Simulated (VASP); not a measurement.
# Ir (Fm-3m) in VASP: notebook

Runs on Ir. Level: PBEsol. Tasks: single point.

All numbers are computed with VASP 6.6.1; they aren't measurements. Logs are shortened: lines on timing, memory, paths and dates and some standing lists are left out, and cuts for length are marked.

## Step 1: The cell of the first run

Symmetry: Fm-3m, No. 225, cubic system. The conventional cell has a = 3.868 Å, b = 3.868 Å, c = 3.868 Å, α = 90.00°, β = 90.00°, γ = 90.00°. Ir (site symmetry m-3m) has 12 Ir at 2.74 Å within 3.6 Å.

## Step 2: Single point, PBEsol (equal strain along all axes, cell held: +1.0 %)

Contents of INCAR:

```
SYSTEM = Ir
PREC = Accurate
ENCUT = 520
EDIFF = 1E-7
ISMEAR = 0
SIGMA = 0.1
LREAL = .FALSE.
LASPH = .TRUE.
NELM = 100
ALGO = Fast
ISIF = 2
LWAVE = .FALSE.
LCHARG = .TRUE.
GGA = PS
LELF = .TRUE.
LVHAR = .TRUE.
NBANDS = 16
```

Contents of KPOINTS:

```
regular mesh
0
G
  20 20 14
  0 0 0
```

Contents of POSCAR:

```
Ir
1.0
    1.9342220735      1.9342220735      0.0000000000
   -1.9342220735      1.9342220735      0.0000000000
    0.0000000000      0.0000000000      3.8684441469
Ir
2
Direct
    0.0000000000      0.0000000000      0.0000000000
    0.5000000000      0.5000000000      0.5000000000
```

Potentials or basis: VASP PAW PBE potentials, release 64 (Ir).

Started as:

```sh
cat potpaw_PBE.64/Ir/POTCAR > POTCAR
mpirun -np 1 vasp_std > vasp.out
```

OUTCAR:

```text
SYSTEM = Ir
   PREC = Accurate
   ENCUT = 520
   EDIFF = 1E-7
   ISMEAR = 0
   LREAL = .FALSE.
   LASPH = .TRUE.
   NELM = 100
   ISIF = 2
   GGA = PS

 ion  position               nearest neighbor table
   1  0.000  0.000  0.000-   2 2.74   2 2.74   2 2.74   2 2.74   2 2.74   2 2.74   2 2.74   2 2.74

   2  0.500  0.500  0.500-   1 2.74   1 2.74   1 2.74   1 2.74   1 2.74   1 2.74   1 2.74   1 2.74

  LATTYP: Found a simple tetragonal cell.
 ALAT       =     2.7354030890
 C/A-ratio  =     1.4142135623

  Lattice vectors:

 A1 = (   1.9342220735,   1.9342220735,   0.0000000000)
 A2 = (  -1.9342220735,   1.9342220735,   0.0000000000)
 A3 = (   0.0000000000,   0.0000000000,   3.8684441469)

Analysis of symmetry for initial positions (statically):
=====================================================================
 Subroutine PRICEL returns following result:

  LATTYP: Found a face centered cubic cell.
 ALAT       =     3.8684441469

  Lattice vectors:

 A1 = (   0.0000000000,  -1.9342220735,  -1.9342220734)
 A2 = (   1.9342220735,   0.0000000000,  -1.9342220735)
 A3 = (   1.9342220735,  -1.9342220735,   0.0000000000)

   2 primitive cells build up your supercell.

 Routine SETGRP: Setting up the symmetry group for a
 simple tetragonal supercell.

 Subroutine GETGRP returns: Found 16 space group operations
 (whereof 16 operations were pure point group operations)
 out of a pool of 16 trial point group operations.

The static configuration has the point symmetry D_4h.

Analysis of symmetry for dynamics (positions and initial velocities):
=====================================================================
 Subroutine PRICEL returns following result:

  LATTYP: Found a face centered cubic cell.
 ALAT       =     3.8684441469

  Lattice vectors:

 A1 = (   0.0000000000,  -1.9342220735,  -1.9342220734)
 A2 = (   1.9342220735,   0.0000000000,  -1.9342220735)
 A3 = (   1.9342220735,  -1.9342220735,   0.0000000000)

   2 primitive cells build up your supercell.

 Routine SETGRP: Setting up the symmetry group for a
 simple tetragonal supercell.

 Subroutine GETGRP returns: Found 16 space group operations
 (whereof 16 operations were pure point group operations)
 out of a pool of 16 trial point group operations.

The dynamic configuration has the point symmetry D_4h.

 Subroutine INISYM returns: Found 16 space group operations
 (whereof 16 operations are pure point group operations),
 and found     2 'primitive' translations

----------------------------------------------------------------------------------------

                                     Primitive cell

  volume of cell :      14.4727

  direct lattice vectors                    reciprocal lattice vectors
     0.000000000 -1.934222073 -1.934222073    -0.258501858 -0.258501858 -0.258501858
     1.934222073  0.000000000 -1.934222073     0.258501858  0.258501858 -0.258501858
     1.934222073 -1.934222073  0.000000000     0.258501858 -0.258501858  0.258501858

  length of vectors
     2.735403089  2.735403089  2.735403089     0.447738352  0.447738352  0.447738352

  position of ions in fractional coordinates (direct lattice)
     0.000000000  0.000000000  0.000000000

  ion indices of the primitive-cell ions
   primitive index   ion index
                 1           1

----------------------------------------------------------------------------------------

 KPOINTS: regular mesh

Automatic generation of k-mesh.
 Grid dimensions read from file:
 generate k-points for:   20   20   14

 Generating k-lattice:

  Cartesian coordinates                     Fractional coordinates (reciprocal lattice)
     0.012925093  0.012925093  0.000000000     0.050000000  0.000000000  0.000000000
    -0.012925093  0.012925093  0.000000000     0.000000000  0.050000000  0.000000000
     0.000000000  0.000000000  0.018464418     0.000000000  0.000000000  0.071428571

  Length of vectors
     0.018278842  0.018278842  0.018464418

  Shift w.r.t. Gamma in fractional coordinates (k-lattice)
     0.000000000  0.000000000  0.000000000

 Subroutine IBZKPT returns following result:
 ===========================================

 Found    528 irreducible k-points:

 Following reciprocal coordinates:
            Coordinates               Weight
  0.000000  0.000000  0.000000      1.000000
  0.050000  0.000000  0.000000      4.000000
  0.100000  0.000000  0.000000      4.000000
  0.150000  0.000000  0.000000      4.000000
  0.200000  0.000000  0.000000      4.000000
  0.250000  0.000000  0.000000      4.000000
[... 16 lines left out ...]
  0.150000  0.100000  0.000000      8.000000
  0.200000  0.100000  0.000000      8.000000
 [... further k-points ...]
   k-points           NKPTS =    528   k-points in BZ     NKDIM =    528   number of bands    NBANDS=     16
   number of dos      NEDOS =    301   number of ions     NIONS =      2
   total plane-waves  NPLWV =  12000
   dimension x,y,z NGX =    20 NGY =   20 NGZ =   30
   dimension x,y,z NGXF=    40 NGYF=   40 NGZF=   60
   ions per type =               2
   NGX,Y,Z   is equivalent  to a cutoff of  12.16, 12.16, 12.89 a.u.
   NGXF,Y,Z  is equivalent  to a cutoff of  24.31, 24.31, 25.78 a.u.
 SYSTEM =  Ir
   PREC   = accura    normal or accurate (medium, high low for compatibility)
   ISTART =      0    job   : 0-new  1-cont  2-samecut
   ICHARG =      2    charge: 1-file 2-atom 10-const
   ISPIN  =      1    spin polarized calculation?
   LNONCOLLINEAR =      F non collinear calculations
   LSORBIT =      F    spin-orbit coupling
   LASPH  =      T    aspherical Exc in radial PAW
   ENCUT  =  520.0 eV  38.22 Ry    6.18 a.u.   5.09  5.09  7.19*2*pi/ulx,y,z
   NELM   =    100;   NELMIN=  2; NELMDL= -5     # of ELM steps
   EDIFF  = 0.1E-06   stopping-criterion for ELM
   LREAL  =      F    real-space projection
   EDIFFG = 0.1E-05   stopping-criterion for IOM
   NSW    =      0    number of steps for IOM
   IBRION =     -1    ionic relax: 0-MD 1-quasi-New 2-CG
   NFREE  =      0    steps in history (QN), initial steepest desc. (CG)
   ISIF   =      2    stress and relaxation
   ISYM   =      2    0-nonsym 1-usesym 2-fastsym
   POTIM  = 0.5000    time-step for ionic-motion
   TEBEG  =    0.0;   TEEND  =   0.0 temperature during run
   PSTRESS=    0.0 pullay stress
   NELECT =      18.0000    total number of electrons
   NUPDOWN=      -1.0000    fix difference up-down
   EMIN   =  10.00;   EMAX   =-10.00  energy-range for DOS
   EFERMI =   0.00;   METHOD = LEGACY
   ISMEAR =     0;   SIGMA  =   0.10  broadening in eV -4-tet -1-fermi 0-gaus
   EFERMI_NEDOS =   21; number of points for ismear=-14 and -15
   IALGO  =     68    algorithm
   IMIX   =      4    mixing-type and parameters
     AMIX     =   0.40;   BMIX     =  1.00
     AMIX_MAG =   1.60;   BMIX_MAG =  1.00
  volume/ion in A,a.u.               =      14.47        97.67
  Fermi-wavevector in a.u.,A,eV,Ry     =   1.397353  2.640613 26.566657  1.952594
  Thomas-Fermi vector in A             =   2.520617
   LORBIT       =      0    0 simple, 1 ext, 2 COOP (PROOUT), +10 PAW based schemes
   GGA     = PS    functional components
   LHFCALC =     F    Hartree Fock is set to
   AEXX    =    0.0000 exact exchange contribution
   IVDW    =     0    specifies the selected vdW correction
   LEPSILON=     F    determine dielectric tensor
   LRPA    =     F    only Hartree local field effects (RPA)
 non-spin polarized calculation
 RMM-DIIS sequential band-by-band and
 Gauss-broadening in eV      SIGMA  =   0.10
  energy-cutoff  :      520.00
  volume of cell :       28.95
 maximum number of plane-waves:       798
   NGX = 11   NGY = 11   NGZ = 15

 number of electron      17.9999997 magnetization

 Free energy of the ion-electron system (eV)
  ---------------------------------------------------
  ext. energy  EPLUGINS =         0.00000000
  ---------------------------------------------------
  free energy    TOTEN  =       -19.62145082 eV

  energy without entropy =      -19.61266320  energy(sigma->0) =      -19.61705701

 E-fermi :   9.8302     XC(G=0): -13.9687

 val. band max:        9.8245650789   @ k =   0.4500   0.0000   0.2857
 cond. band min:       9.8328631715   @ k =   0.3500   0.0500   0.0000
 fundamental gap:      0.0082980926
 Fermi energy:         9.8302121860

 k-point     1 :       0.0000    0.0000    0.0000
  band No.  band energies     occupation
      1      -1.0910      2.00000
      2       2.1728      2.00000
      3       2.7342      2.00000
      4       6.0824      2.00000
      5       6.0824      2.00000
      6       6.0848      2.00000
[... 8 lines left out ...]
     15      21.4075      0.00000
     16      24.2166      0.00000

 k-point     2 :       0.0500    0.0000    0.0000
  band No.  band energies     occupation
      1      -1.0181      2.00000
      2       2.2286      2.00000
      3       2.7841      2.00000
      4       6.0389      2.00000
      5       6.1106      2.00000
      6       6.1248      2.00000
[... 8 lines left out ...]
     15      21.5901      0.00000
     16      24.3424      0.00000

 k-point     3 :       0.1000    0.0000    0.0000
  band No.  band energies     occupation
      1      -0.8028      2.00000
      2       2.3817      2.00000
      3       2.9405      2.00000
      4       5.9162      2.00000
      5       6.1950      2.00000
      6       6.2362      2.00000
[... 8 lines left out ...]
     15      22.1142      0.00000
     16      24.7062      0.00000

 k-point     4 :       0.1500    0.0000    0.0000
  band No.  band energies     occupation
      1      -0.4548      2.00000
      2       2.5969      2.00000
      3       3.2159      2.00000
      4       5.7347      2.00000
      5       6.3340      2.00000
      6       6.3897      2.00000
[... 8 lines left out ...]
     15      22.9225      0.00000
     16      25.2680      0.00000

 k-point     5 :       0.2000    0.0000    0.0000
  band No.  band energies     occupation
      1       0.0101      2.00000
      2       2.8450      2.00000
      3       3.5985      2.00000
      4       5.5223      2.00000
      5       6.5256      2.00000
      6       6.5295      2.00000
[... 8 lines left out ...]
     15      23.9501      0.00000
     16      25.9613      0.00000

 k-point     6 :       0.2500    0.0000    0.0000
  band No.  band energies     occupation
      1       0.5705      2.00000
      2       3.1163      2.00000
      3       4.0364      2.00000
      4       5.3087      2.00000
      5       6.5846      2.00000
      6       6.7664      2.00000
[... 8 lines left out ...]
     15      25.1406      0.00000
     16      25.6779      0.00000

 k-point     7 :       0.3000    0.0000    0.0000
  band No.  band energies     occupation
      1       1.1997      2.00000
      2       3.4033      2.00000
      3       4.4534      2.00000
      4       5.1212      2.00000
      5       6.4292      2.00000
      6       6.5134      2.00000
[... 8 lines left out ...]
     15      24.8780      0.00000
     16      26.4499      0.00000

 k-point     8 :       0.3500    0.0000    0.0000
  band No.  band energies     occupation
      1       1.8658      2.00000
      2       3.6819      2.00000
      3       4.7771      2.00000
      4       4.9830      2.00000
      5       5.9251      2.00000
      6       6.3260      2.00000
[... 8 lines left out ...]
     15      24.0561      0.00000
     16      27.0210      0.00000

 k-point     9 :       0.4000    0.0000    0.0000
  band No.  band energies     occupation
      1       2.5296      2.00000
      2       3.8885      2.00000
      3       4.9122      2.00000
      4       4.9883      2.00000
      5       5.5229      2.00000
      6       6.0571      2.00000
[... 8 lines left out ...]
     15      23.1387      0.00000
     16      26.2414      0.00000
[... 172 lines left out ...]
 k-point    19 :       0.4000    0.0500    0.0000
  band No.  band energies     occupation
      1       2.5769      2.00000
      2       3.9863      2.00000
      3       4.8259      2.00000
      4       4.8946      2.00000
      5       5.4228      2.00000
      6       5.9801      2.00000
[... 8 lines left out ...]
     15      23.1829      0.00000
     16      26.2181      0.00000

 k-point    20 :       0.4500    0.0500    0.0000
  band No.  band energies     occupation
      1       3.1884      2.00000
      2       3.9880      2.00000
      3       4.8349      2.00000
      4       5.0540      2.00000
      5       5.1286      2.00000
      6       5.6501      2.00000
[... 8 lines left out ...]
     15      22.5977      0.00000
     16      25.1133      0.00000

 k-point    21 :       0.5000    0.0500    0.0000
  band No.  band energies     occupation
      1       3.6903      2.00000
      2       3.6903      2.00000
      3       4.9337      2.00000
      4       4.9337      2.00000
      5       5.3229      2.00000
      6       5.3229      2.00000
[... 8 lines left out ...]
     15      23.8842      0.00000
     16      23.8842      0.00000

 k-point    22 :       0.1000    0.1000    0.0000
  band No.  band energies     occupation
      1      -0.5190      2.00000
      2       2.6077      2.00000
      3       3.1256      2.00000
      4       5.6628      2.00000
      5       6.4058      2.00000
      6       6.4082      2.00000
[... 8 lines left out ...]
     15      22.4131      0.00000
     16      25.1920      0.00000

 k-point    23 :       0.1500    0.1000    0.0000
  band No.  band energies     occupation
      1      -0.1774      2.00000
      2       2.8376      2.00000
      3       3.3791      2.00000
      4       5.4525      2.00000
      5       6.5852      2.00000
      6       6.5863      2.00000
[... 8 lines left out ...]
     15      22.7234      0.00000
     16      25.7510      0.00000

 k-point    24 :       0.2000    0.1000    0.0000
  band No.  band energies     occupation
      1       0.2765      2.00000
      2       3.0940      2.00000
      3       3.7379      2.00000
      4       5.2260      2.00000
      5       6.7329      2.00000
      6       6.8039      2.00000
[... 8 lines left out ...]
     15      23.3037      0.00000
     16      26.4427      0.00000

 [... further k-points ...]
[... 5 lines left out ...]
  --------------------------------------------------------------------------------------
  -------------------------------------------------------------------------------------
  Total       -1.7956782     -1.7956782     -1.7786193      0.0000000     -0.0000000     -0.0000000
  in kB      -99.3939821    -99.3939821    -98.4497447      0.0000000     -0.0000000     -0.0000000
  external PRESSURE =     -99.0792363 kB  Pullay stress =       0.0000000 kB

 VOLUME and BASIS-vectors are now :
 -----------------------------------------------------------------------------
  energy-cutoff  :      520.00
  volume of cell :       28.95
      direct lattice vectors                 reciprocal lattice vectors
     1.934222073  1.934222073  0.000000000     0.258501858  0.258501858  0.000000000
    -1.934222073  1.934222073  0.000000000    -0.258501858  0.258501858  0.000000000
     0.000000000  0.000000000  3.868444147     0.000000000  0.000000000  0.258501858

 POSITION                                       TOTAL-FORCE (eV/Angst)
 -----------------------------------------------------------------------------------
      0.00000      0.00000      0.00000         0.000000     -0.000000     -0.000000
      0.00000      1.93422      1.93422        -0.000000      0.000000      0.000000
 -----------------------------------------------------------------------------------
    total drift:                               -0.000000      0.000000      0.000000

  FREE ENERGIE OF THE ION-ELECTRON SYSTEM (eV)
  ---------------------------------------------------
  free  energy   TOTEN  =       -19.6214508164 eV

  energy  without entropy=      -19.6126631969  energy(sigma->0) =      -19.61705701
```

It took 3.5 min on 1 thread of Intel Xeon Platinum 8259CL at 2.50GHz (Skylake/Cascade Lake), shared host; peak memory 0.31 GiB.

Results:

```yaml
Free_energy: -19.6215 eV
Pressure: -9.9 GPa
Band_gap_on_the_k_mesh: zero (band 9 reaches 11.27 eV, above the bottom of band 10 at 8.03 eV)
```

Caveat: the cell differs from its parent crystal (equal strain along all axes, cell held: +1.0 %); the PAW data sets were made with another functional, which shifts forces and pressure a little; spin-orbit coupling is left out, which moves the levels of the heavy elements.

(Part 1 of 2 ends here.)
